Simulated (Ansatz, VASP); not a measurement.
**One calculation of GaN, two programs**

```
Ga N
1.0
     3.25950    0.00000    0.00000
    -1.62975    2.82281    0.00000
     0.00000    0.00000    5.29515
Ga N
2 2
Direct
  0.33333 0.66667 0.00000
  0.66667 0.33333 0.50000
  0.33333 0.66667 0.37500
  0.66667 0.33333 0.87500
```

Change from the starting cell: strain +0.025 along x and y, +0.025 along z, atoms carried along.

Alike in both runs: task single point; functional r2SCAN; k mesh 12 × 12 × 6; occupations gaussian, width 0.05 eV; no spin polarisation.

|  | VASP | Ansatz |
| --- | --- | --- |
| version | VASP 6.6.1 | Ansatz 0.2.0 |
| potentials or method | VASP PAW PBE potentials, release 64 (Ga_d, N), cutoff 520 eV | scalar-relativistic, plane waves, PAW |
| valence electrons in the cell | 36 | 36 |

VASP gave:

| Quantity | Value |
| --- | --- |
| gap on the k mesh at the Fermi level (eV) | 1.86 |
| least direct gap on the mesh (eV) | 1.86 |
| pressure (GPa) | -10.8 |
| traceless stress, the component that is largest in VASP (GPa) | 1.05 |
| rms of the force components (eV/Å) | 0.069 |

Task: Estimate Ansatz's values.

Result: gap on the k mesh at the Fermi level (eV): 1.86; least direct gap on the mesh (eV): 1.86; pressure (GPa): -11.6; traceless stress, the component that is largest in VASP (GPa): 0.98; rms of the force components (eV/Å): 0.069.

VASP's potentials were made for PBE, not for r2SCAN. Atom by atom the forces differ by 0.000 eV/Å (rms over components). The functional is the same, so the differences come from potentials, cutoffs and numerics.
